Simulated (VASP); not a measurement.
# Ta (I4_1/amd) in VASP: further runs

The runs below take Ta through single point, with PBE.

All numbers are computed with VASP 6.6.1; they aren't measurements. Logs are shortened: lines on timing, memory, paths and dates and some standing lists are left out, and cuts for length are marked.

## 1. The cell of the first run

The structure is tetragonal, space group I4_1/amd (No. 141). The conventional cell has a = 4.421 Å, b = 4.421 Å, c = 2.417 Å, α = 90.00°, β = 90.00°, γ = 90.00°. Within 3.0 Å of Ta (site symmetry -4m2) lie 10 Ta at 2.29 to 2.86 Å.

## 2. Single point, PBE

Input file INCAR:

```
SYSTEM = Ta
PREC = Accurate
ENCUT = 520
EDIFF = 1E-6
ISMEAR = -1
SIGMA = 0.1
LREAL = .FALSE.
LASPH = .TRUE.
NELM = 100
ALGO = Normal
ISIF = 2
LWAVE = .FALSE.
LCHARG = .TRUE.
GGA = PE
LELF = .TRUE.
LVHAR = .TRUE.
NBANDS = 18
```

Input file KPOINTS:

```
regular mesh
0
G
  17 17 17
  0 0 0
```

Input file POSCAR:

```
Ta
1.0
   -2.2103386475      2.2103386475      1.2087069688
    2.2103386475     -2.2103386475      1.2087069688
    2.2103386475      2.2103386475     -1.2087069688
Ta
2
Direct
   -0.3750000000     -0.1250000000     -0.2500000000
    0.3750000000      0.1250000000      0.2500000000
```

Potentials or basis: VASP PAW PBE potentials, release 64 (Ta_pv).

The run is started by

```bash
$ cat potpaw_PBE.64/Ta_pv/POTCAR > POTCAR
$ mpirun -np 1 vasp_std > vasp.out
```

OUTCAR:

```text
SYSTEM = Ta
   PREC = Accurate
   ENCUT = 520
   EDIFF = 1E-6
   ISMEAR = -1
   LREAL = .FALSE.
   LASPH = .TRUE.
   NELM = 100
   ISIF = 2
   GGA = PE

 ion  position               nearest neighbor table
   1  0.625  0.875  0.750-   2 2.29   2 2.29   2 2.29   2 2.29   2 2.86   2 2.86   2 2.86   2 2.86

   2  0.375  0.125  0.250-   1 2.29   1 2.29   1 2.29   1 2.29   1 2.86   1 2.86   1 2.86   1 2.86

  LATTYP: Found a body centered tetragonal cell.
 ALAT       =     4.4206772950
 C/A-ratio  =     0.5468424353

  Lattice vectors:

 A1 = (  -2.2103386475,   2.2103386475,   1.2087069688)
 A2 = (   2.2103386475,  -2.2103386475,   1.2087069688)
 A3 = (   2.2103386475,   2.2103386475,  -1.2087069688)

Analysis of symmetry for initial positions (statically):
=====================================================================
 Subroutine PRICEL returns:
 Original cell was already a primitive cell.

 Routine SETGRP: Setting up the symmetry group for a
 body centered tetragonal supercell.

 Subroutine GETGRP returns: Found 16 space group operations
 (whereof  4 operations were pure point group operations)
 out of a pool of 16 trial point group operations.

The static configuration has the point symmetry C_2h.
 The point group associated with its full space group is D_4h.

Analysis of symmetry for dynamics (positions and initial velocities):
=====================================================================
 Subroutine PRICEL returns:
 Original cell was already a primitive cell.

 Routine SETGRP: Setting up the symmetry group for a
 body centered tetragonal supercell.

 Subroutine GETGRP returns: Found 16 space group operations
 (whereof  4 operations were pure point group operations)
 out of a pool of 16 trial point group operations.

The dynamic configuration has the point symmetry C_2h.
 The point group associated with its full space group is D_4h.

 Subroutine INISYM returns: Found 16 space group operations
 (whereof  4 operations are pure point group operations),
 and found     1 'primitive' translations

----------------------------------------------------------------------------------------

                                     Primitive cell

  volume of cell :      23.6210

  direct lattice vectors                    reciprocal lattice vectors
    -2.210338647  2.210338647  1.208706969     0.000000000  0.226209681  0.413665192
     2.210338647 -2.210338647  1.208706969     0.226209681  0.000000000  0.413665192
     2.210338647  2.210338647 -1.208706969     0.226209681  0.226209681  0.000000000

  length of vectors
     3.351442437  3.351442437  3.351442437     0.471476098  0.471476098  0.319908799

  position of ions in fractional coordinates (direct lattice)
     0.625000000  0.875000000  0.750000000
     0.375000000  0.125000000  0.250000000

  ion indices of the primitive-cell ions
   primitive index   ion index
                 1           1
                 2           2

----------------------------------------------------------------------------------------

 KPOINTS: regular mesh

Automatic generation of k-mesh.
 Grid dimensions read from file:
 generate k-points for:   17   17   17

 Generating k-lattice:

  Cartesian coordinates                     Fractional coordinates (reciprocal lattice)
     0.000000000  0.013306452  0.024333247     0.058823529  0.000000000 -0.000000000
     0.013306452  0.000000000  0.024333247     0.000000000  0.058823529 -0.000000000
     0.013306452  0.013306452  0.000000000     0.000000000  0.000000000  0.058823529

  Length of vectors
     0.027733888  0.027733888  0.018818165

  Shift w.r.t. Gamma in fractional coordinates (k-lattice)
     0.000000000  0.000000000  0.000000000

 Subroutine IBZKPT returns following result:
 ===========================================

 Found    405 irreducible k-points:

 Following reciprocal coordinates:
            Coordinates               Weight
  0.000000  0.000000  0.000000      1.000000
  0.058824  0.000000 -0.000000      8.000000
  0.117647  0.000000  0.000000      8.000000
  0.176471  0.000000  0.000000      8.000000
  0.235294  0.000000  0.000000      8.000000
  0.294118  0.000000  0.000000      8.000000
[... 16 lines left out ...]
 -0.176471  0.058824 -0.000000     16.000000
 -0.117647  0.058824 -0.000000     16.000000
 [... further k-points ...]
   k-points           NKPTS =    405   k-points in BZ     NKDIM =    405   number of bands    NBANDS=     18
   number of dos      NEDOS =    301   number of ions     NIONS =      2
   total plane-waves  NPLWV =  21952
   dimension x,y,z NGX =    28 NGY =   28 NGZ =   28
   dimension x,y,z NGXF=    56 NGYF=   56 NGZF=   56
   ions per type =               2
   NGX,Y,Z   is equivalent  to a cutoff of  13.89, 13.89, 13.89 a.u.
   NGXF,Y,Z  is equivalent  to a cutoff of  27.78, 27.78, 27.78 a.u.
 SYSTEM =  Ta
   PREC   = accura    normal or accurate (medium, high low for compatibility)
   ISTART =      0    job   : 0-new  1-cont  2-samecut
   ICHARG =      2    charge: 1-file 2-atom 10-const
   ISPIN  =      1    spin polarized calculation?
   LNONCOLLINEAR =      F non collinear calculations
   LSORBIT =      F    spin-orbit coupling
   LASPH  =      T    aspherical Exc in radial PAW
   ENCUT  =  520.0 eV  38.22 Ry    6.18 a.u.   6.23  6.23  6.23*2*pi/ulx,y,z
   NELM   =    100;   NELMIN=  2; NELMDL= -5     # of ELM steps
   EDIFF  = 0.1E-05   stopping-criterion for ELM
   LREAL  =      F    real-space projection
   EDIFFG = 0.1E-04   stopping-criterion for IOM
   NSW    =      0    number of steps for IOM
   IBRION =     -1    ionic relax: 0-MD 1-quasi-New 2-CG
   NFREE  =      0    steps in history (QN), initial steepest desc. (CG)
   ISIF   =      2    stress and relaxation
   ISYM   =      2    0-nonsym 1-usesym 2-fastsym
   POTIM  = 0.5000    time-step for ionic-motion
   TEBEG  =    0.0;   TEEND  =   0.0 temperature during run
   PSTRESS=    0.0 pullay stress
   NELECT =      22.0000    total number of electrons
   NUPDOWN=      -1.0000    fix difference up-down
   EMIN   =  10.00;   EMAX   =-10.00  energy-range for DOS
   EFERMI =   0.00;   METHOD = LEGACY
   ISMEAR =    -1;   SIGMA  =   0.10  broadening in eV -4-tet -1-fermi 0-gaus
   EFERMI_NEDOS =   21; number of points for ismear=-14 and -15
   IALGO  =     38    algorithm
   IMIX   =      4    mixing-type and parameters
     AMIX     =   0.40;   BMIX     =  1.00
     AMIX_MAG =   1.60;   BMIX_MAG =  1.00
  volume/ion in A,a.u.               =      11.81        79.70
  Fermi-wavevector in a.u.,A,eV,Ry     =   1.598758  3.021215 34.776878  2.556028
  Thomas-Fermi vector in A             =   2.696158
   LORBIT       =      0    0 simple, 1 ext, 2 COOP (PROOUT), +10 PAW based schemes
   GGA     = PE    functional components
   LHFCALC =     F    Hartree Fock is set to
   AEXX    =    0.0000 exact exchange contribution
   IVDW    =     0    specifies the selected vdW correction
   LEPSILON=     F    determine dielectric tensor
   LRPA    =     F    only Hartree local field effects (RPA)
 non-spin polarized calculation
  energy-cutoff  :      520.00
  volume of cell :       23.62
 maximum number of plane-waves:       658
 NGX is ok and might be reduce to    28
   NGX = 13   NGY = 13   NGZ = 13

 number of electron      22.0000001 magnetization

 Free energy of the ion-electron system (eV)
  ---------------------------------------------------
  ext. energy  EPLUGINS =         0.00000000
  ---------------------------------------------------
  free energy    TOTEN  =       -15.04211048 eV

  energy without entropy =      -15.00061119  energy(sigma->0) =      -15.02136084

 E-fermi :  10.3294     XC(G=0): -14.8731

 val. band max:       10.3289975837   @ k =  -0.3529  -0.3529   0.3529
 cond. band min:      10.3294794580   @ k =   0.2941   0.2353   0.1176
 fundamental gap:      0.0004818742
 Fermi energy:        10.3293741819

 k-point     1 :       0.0000    0.0000    0.0000
  band No.  band energies     occupation
      1     -25.9835      2.00000
      2     -25.9835      2.00000
      3     -22.1627      2.00000
      4     -22.1088      2.00000
      5     -21.9131      2.00000
      6     -21.9131      2.00000
[... 10 lines left out ...]
     17      21.8877      0.00000
     18      21.8877      0.00000

 k-point     2 :       0.0588    0.0000   -0.0000
  band No.  band energies     occupation
      1     -25.9732      2.00000
      2     -25.9334      2.00000
      3     -22.3178      2.00000
      4     -22.2593      2.00000
      5     -21.9299      2.00000
      6     -21.9061      2.00000
[... 10 lines left out ...]
     17      21.4253      0.00000
     18      21.9794      0.00000

 k-point     3 :       0.1176    0.0000    0.0000
  band No.  band energies     occupation
      1     -25.9434      2.00000
      2     -25.7907      2.00000
      3     -22.7408      2.00000
      4     -22.6440      2.00000
      5     -22.0151      2.00000
      6     -21.8864      2.00000
[... 10 lines left out ...]
     17      21.2150      0.00000
     18      22.7471      0.00000

 k-point     4 :       0.1765    0.0000    0.0000
  band No.  band energies     occupation
      1     -25.8967      2.00000
      2     -25.5813      2.00000
      3     -23.3608      2.00000
      4     -23.1408      2.00000
      5     -22.1685      2.00000
      6     -21.8577      2.00000
[... 375 lines left out ...]
      4     -23.1214      2.00000
      5     -22.3428      2.00000
      6     -21.8606      2.00000
[... 10 lines left out ...]
     17      21.1957      0.00000
     18      24.0124      0.00000

 k-point    23 :      -0.1765    0.0588   -0.0000
  band No.  band energies     occupation
      1     -25.9522      2.00000
      2     -25.6509      2.00000
      3     -22.8789      2.00000
      4     -22.6400      2.00000
      5     -22.1318      2.00000
      6     -21.8864      2.00000
[... 10 lines left out ...]
     17      20.4152      0.00000
     18      22.3818      0.00000

 k-point    24 :      -0.1176    0.0588   -0.0000
  band No.  band energies     occupation
      1     -25.9672      2.00000
      2     -25.8485      2.00000
      3     -22.4414      2.00000
      4     -22.2607      2.00000
      5     -22.0120      2.00000
      6     -21.8824      2.00000
[... 10 lines left out ...]
     17      20.5724      0.00000
     18      21.6116      0.00000

 [... further k-points ...]

------------------------ aborting loop because EDIFF is reached ----------------------------------------

  FORCE on cell =-STRESS in cart. coord.  units (eV):
  Direction    XX          YY          ZZ          XY          YZ          ZX
  --------------------------------------------------------------------------------------
  -------------------------------------------------------------------------------------
  Total       32.6203707     32.6203707     32.5243477      0.0000000     -0.0000000      0.0000000
  in kB     2212.5893752   2212.5893752   2206.0762817      0.0000000     -0.0000000      0.0000000
  external PRESSURE =    2210.4183440 kB  Pullay stress =       0.0000000 kB

 VOLUME and BASIS-vectors are now :
 -----------------------------------------------------------------------------
  energy-cutoff  :      520.00
  volume of cell :       23.62
      direct lattice vectors                 reciprocal lattice vectors
    -2.210338647  2.210338647  1.208706969     0.000000000  0.226209681  0.413665192
     2.210338647 -2.210338647  1.208706969     0.226209681  0.000000000  0.413665192
     2.210338647  2.210338647 -1.208706969     0.226209681  0.226209681  0.000000000

 POSITION                                       TOTAL-FORCE (eV/Angst)
 -----------------------------------------------------------------------------------
      2.21034      1.10517      0.90653        -0.000000      0.000000     -0.000000
      0.00000      1.10517      0.30218         0.000000     -0.000000      0.000000
 -----------------------------------------------------------------------------------
    total drift:                                0.000000      0.000000     -0.000000

  FREE ENERGIE OF THE ION-ELECTRON SYSTEM (eV)
  ---------------------------------------------------
  free  energy   TOTEN  =       -15.0421104802 eV

  energy  without entropy=      -15.0006111932  energy(sigma->0) =      -15.02136084
```

Run time: 4.8 min. Hardware: 1 thread of AMD EPYC 7R13, shared host; peak memory 0.24 GiB.

Results:

```yaml
Free_energy: -15.0421 eV
Pressure: 221.0 GPa
Band_gap_on_the_k_mesh: zero (bands 11 and 12 overlap by 2.37 eV)
```

Levels at points of the mesh, in eV from the Fermi level:
```
           k point  band 8  band 9  band 10  band 11  band 12  band 13  band 14  band 15
(0.00, 0.00, 0.00)   -9.02   -4.95    -4.21    -2.85     3.38     3.38     3.85     3.85
```

Caveat: the cell stands under pressure; spin-orbit coupling is left out, which moves the levels of the heavy elements.

## 3. Single point, PBE (11.81 Å³/atom)

Input file INCAR:

```
PREC = Accurate
ENCUT = 520
EDIFF = 1E-6
ISMEAR = -1
SIGMA = 0.1
LREAL = False
LASPH = True
NELM = 80
ALGO = Normal
ISIF = 2
LWAVE = False
LCHARG = True
GGA = PE
LELF = True
LVHAR = True
NBANDS = 18
```

Input file KPOINTS:

```
regular mesh
0
Gamma
  17 17 17
```

POSCAR is that of step 2.

Potentials or basis: VASP PAW PBE potentials, release 64 (Ta_pv).

The run is started by

```bash
$ cat potpaw_PBE.64/Ta_pv/POTCAR > POTCAR
$ mpirun -np 1 vasp_std > vasp.out
```

Run time: 4.7 min. Hardware: 1 thread of AMD EPYC 7R13, shared host; peak memory 0.24 GiB.

The run converged. Its results:

```
Free energy            : -15.0421 eV
Pressure               : 221.0 GPa
Band gap on the k mesh : zero (bands 11 and 12 overlap by 2.37 eV)
```

Stress tensor (GPa, compression positive):
```
221.26   0.00   0.00
  0.00 221.26   0.00
  0.00   0.00 220.61
```

Levels at points of the mesh, in eV from the Fermi level:
| k point | band 7 | band 8 | band 9 | band 10 | band 11 | band 12 | band 13 | band 14 | band 15 | band 16 |
| --- | --- | --- | --- | --- | --- | --- | --- | --- | --- | --- |
| (0.00, 0.00, 0.00) | -9.75 | -9.02 | -4.95 | -4.21 | -2.85 | 3.38 | 3.38 | 3.85 | 3.85 | 10.85 |

Caveat: the cell stands under pressure; spin-orbit coupling is left out, which moves the levels of the heavy elements.

(Continued in part 2 of 2.)
